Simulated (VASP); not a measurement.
# Co (Fm-3m) in VASP: single point with PBEsol

Aim: the single point of Co with PBEsol.

All numbers are computed with VASP 6.6.1; they aren't measurements. Logs are shortened: lines on timing, memory, paths and dates and some standing lists are left out, and cuts for length are marked.

**1. The cell of the first run**

The structure is cubic, space group Fm-3m (No. 225). The conventional cell has a = 3.413 Å, b = 3.413 Å, c = 3.413 Å, α = 90.00°, β = 90.00°, γ = 90.00°. Within 3.2 Å of Co (site symmetry m-3m) lie 12 Co at 2.41 Å.

**2. Single point, PBEsol**

Contents of INCAR:

```
ALGO = Normal
EDIFF = 1E-6
ENCUT = 520
GGA = PS
ISIF = 2
ISMEAR = -1
LASPH = True
LCHARG = False
LREAL = False
LWAVE = False
NBANDS = 10
NELM = 60
PREC = Accurate
SIGMA = 0.13605693000000002
```

Contents of KPOINTS:

```
k-points
0
Gamma
  16 16 16
```

Contents of POSCAR:

```
Co
1.0
    0.0000000000      1.7066635810      1.7066635810
    1.7066635810      0.0000000000      1.7066635810
    1.7066635810      1.7066635810      0.0000000000
Co
1
Direct
    0.0000000000      0.0000000000      0.0000000000
```

Potentials or basis: VASP PAW PBE potentials, release 64 (Co).

Command:

```
$ cat potpaw_PBE.64/Co/POTCAR > POTCAR
$ mpirun -np 1 vasp_std > vasp.out
```

OUTCAR:

```text
EDIFF = 1E-6
   ENCUT = 520
   GGA = PS
   ISIF = 2
   ISMEAR = -1
   LASPH = True
   LREAL = False
   NELM = 60
   PREC = Accurate

 ion  position               nearest neighbor table
   1  0.000  0.000  0.000-

  LATTYP: Found a face centered cubic cell.
 ALAT       =     3.4133271620

  Lattice vectors:

 A1 = (   0.0000000000,   1.7066635810,   1.7066635810)
 A2 = (   1.7066635810,   0.0000000000,   1.7066635810)
 A3 = (   1.7066635810,   1.7066635810,   0.0000000000)

Analysis of symmetry for initial positions (statically):
=====================================================================
 Subroutine PRICEL returns:
 Original cell was already a primitive cell.

 Routine SETGRP: Setting up the symmetry group for a
 face centered cubic supercell.

 Subroutine GETGRP returns: Found 48 space group operations
 (whereof 48 operations were pure point group operations)
 out of a pool of 48 trial point group operations.

The static configuration has the point symmetry O_h .

Analysis of symmetry for dynamics (positions and initial velocities):
=====================================================================
 Subroutine PRICEL returns:
 Original cell was already a primitive cell.

 Routine SETGRP: Setting up the symmetry group for a
 face centered cubic supercell.

 Subroutine GETGRP returns: Found 48 space group operations
 (whereof 48 operations were pure point group operations)
 out of a pool of 48 trial point group operations.

The dynamic configuration has the point symmetry O_h .

 Subroutine INISYM returns: Found 48 space group operations
 (whereof 48 operations are pure point group operations),
 and found     1 'primitive' translations

----------------------------------------------------------------------------------------

                                     Primitive cell

  volume of cell :       9.9420

  direct lattice vectors                    reciprocal lattice vectors
     0.000000000  1.706663581  1.706663581    -0.292969280  0.292969280  0.292969280
     1.706663581  0.000000000  1.706663581     0.292969280 -0.292969280  0.292969280
     1.706663581  1.706663581  0.000000000     0.292969280  0.292969280 -0.292969280

  length of vectors
     2.413586783  2.413586783  2.413586783     0.507437677  0.507437677  0.507437677

  position of ions in fractional coordinates (direct lattice)
     0.000000000  0.000000000  0.000000000

  ion indices of the primitive-cell ions
[... 78 lines left out ...]
   IBRION =     -1    ionic relax: 0-MD 1-quasi-New 2-CG
   NFREE  =      0    steps in history (QN), initial steepest desc. (CG)
   ISIF   =      2    stress and relaxation
   ISYM   =      2    0-nonsym 1-usesym 2-fastsym
   POTIM  = 0.5000    time-step for ionic-motion
   TEBEG  =    0.0;   TEEND  =   0.0 temperature during run
   PSTRESS=    0.0 pullay stress
   NELECT =       9.0000    total number of electrons
   NUPDOWN=      -1.0000    fix difference up-down
   EMIN   =  10.00;   EMAX   =-10.00  energy-range for DOS
   EFERMI =   0.00;   METHOD = LEGACY
   ISMEAR =    -1;   SIGMA  =   0.14  broadening in eV -4-tet -1-fermi 0-gaus
   EFERMI_NEDOS =   21; number of points for ismear=-14 and -15
   IALGO  =     38    algorithm
   IMIX   =      4    mixing-type and parameters
     AMIX     =   0.40;   BMIX     =  1.00
     AMIX_MAG =   1.60;   BMIX_MAG =  1.00
  volume/ion in A,a.u.               =       9.94        67.09
  Fermi-wavevector in a.u.,A,eV,Ry     =   1.583669  2.992700 34.123513  2.508007
  Thomas-Fermi vector in A             =   2.683404
   LORBIT       =      0    0 simple, 1 ext, 2 COOP (PROOUT), +10 PAW based schemes
   GGA     = PS    functional components
   LHFCALC =     F    Hartree Fock is set to
   AEXX    =    0.0000 exact exchange contribution
   IVDW    =     0    specifies the selected vdW correction
   LEPSILON=     F    determine dielectric tensor
   LRPA    =     F    only Hartree local field effects (RPA)
 non-spin polarized calculation
  energy-cutoff  :      520.00
  volume of cell :        9.94
 maximum number of plane-waves:       290
 NGX is ok and might be reduce to    18
   NGX =  9   NGY =  9   NGZ =  9

 number of electron       9.0000005 magnetization

 Free energy of the ion-electron system (eV)
  ---------------------------------------------------
  ext. energy  EPLUGINS =         0.00000000
  ---------------------------------------------------
  free energy    TOTEN  =        -7.65206258 eV

  energy without entropy =       -7.52066790  energy(sigma->0) =       -7.58636524

 E-fermi :  11.2823     XC(G=0): -14.1236

 val. band max:       11.2741394862   @ k =   0.5000   0.3750   0.0000
 cond. band min:      11.2857580009   @ k =  -0.3750   0.1875   0.0000
 fundamental gap:      0.0116185147
 Fermi energy:        11.2822862734

 k-point     1 :       0.0000    0.0000    0.0000
  band No.  band energies     occupation
      1       1.8889      2.00000
      2       9.2538      2.00000
      3       9.2538      2.00000
      4       9.2538      2.00000
      5      10.7033      1.97202
      6      10.7033      1.97202
      7      35.0569      0.00000
      8      40.2840      0.00000
      9      40.2840      0.00000
     10      40.2840      0.00000
[... 287 lines left out ...]
 k-point    24 :      -0.0625    0.0625    0.0000
  band No.  band energies     occupation
      1       2.3295      2.00000
      2       9.0960      2.00000
      3       9.3630      2.00000
      4       9.3850      2.00000
      5      10.5857      1.98812
      6      10.7218      1.96801
      7      34.3377      0.00000
      8      36.7861      0.00000
      9      38.9592      0.00000
     10      40.8779      0.00000

 [... further k-points ...]

------------------------ aborting loop because EDIFF is reached ----------------------------------------

  FORCE on cell =-STRESS in cart. coord.  units (eV):
  Direction    XX          YY          ZZ          XY          YZ          ZX
  --------------------------------------------------------------------------------------
  -------------------------------------------------------------------------------------
  Total       -0.0772583     -0.0772583     -0.0772583      0.0000000      0.0000000     -0.0000000
  in kB      -12.4503611    -12.4503611    -12.4503611      0.0000000      0.0000000     -0.0000000
  external PRESSURE =     -12.4503611 kB  Pullay stress =       0.0000000 kB

 VOLUME and BASIS-vectors are now :
 -----------------------------------------------------------------------------
  energy-cutoff  :      520.00
  volume of cell :        9.94
      direct lattice vectors                 reciprocal lattice vectors
     0.000000000  1.706663581  1.706663581    -0.292969280  0.292969280  0.292969280
     1.706663581  0.000000000  1.706663581     0.292969280 -0.292969280  0.292969280
     1.706663581  1.706663581  0.000000000     0.292969280  0.292969280 -0.292969280

 POSITION                                       TOTAL-FORCE (eV/Angst)
 -----------------------------------------------------------------------------------
      0.00000      0.00000      0.00000         0.000000      0.000000      0.000000
 -----------------------------------------------------------------------------------
    total drift:                                0.000000      0.000000      0.000000

  FREE ENERGIE OF THE ION-ELECTRON SYSTEM (eV)
  ---------------------------------------------------
  free  energy   TOTEN  =        -7.6520625804 eV

  energy  without entropy=       -7.5206679014  energy(sigma->0) =       -7.58636524
```

OSZICAR:

```text
N       E                     dE             d eps       ncg     rms          rms(c)
DAV:   1     0.209196320460E+02    0.20920E+02   -0.41296E+03  2972   0.106E+03
DAV:   2    -0.846357893518E+01   -0.29383E+02   -0.27943E+02  2972   0.154E+02
DAV:   3    -0.912516736933E+01   -0.66159E+00   -0.65924E+00  3230   0.290E+01
DAV:   4    -0.913270482688E+01   -0.75375E-02   -0.75357E-02  3308   0.275E+00
DAV:   5    -0.913292977776E+01   -0.22495E-03   -0.22495E-03  3420   0.422E-01    0.118E+01
DAV:   6    -0.788649874427E+01    0.12464E+01   -0.15997E+01  3182   0.604E+01    0.338E+00
DAV:   7    -0.767594530016E+01    0.21055E+00   -0.16737E+00  3226   0.188E+01    0.137E+00
DAV:   8    -0.765586977265E+01    0.20076E-01   -0.23104E-02  4288   0.157E+00    0.468E-01
DAV:   9    -0.765205187058E+01    0.38179E-02   -0.26830E-03  4194   0.363E-01    0.563E-02
DAV:  10    -0.765206060911E+01   -0.87385E-05   -0.15026E-05  3252   0.411E-02    0.349E-02
DAV:  11    -0.765206248272E+01   -0.18736E-05   -0.11494E-06  2042   0.995E-03    0.270E-03
DAV:  12    -0.765206258035E+01   -0.97633E-07   -0.54476E-08  1540   0.246E-03
   1 F= -.76520626E+01 E0= -.75863652E+01  d E =-.131395E+00
```

Run time: 9.4 s. Hardware: 1 thread of Intel Xeon 6975P-C, shared host; peak memory 0.13 GiB.

What came out:

```yaml
Free_energy: -7.6521 eV
Pressure: -1.2 GPa
```

Caveat: the PAW data sets were made with another functional, which shifts forces and pressure a little; the run has no spin polarisation, though such a crystal can be magnetic. Spin polarisation is off, so any magnetic state and its effect on volume and gap are missing.
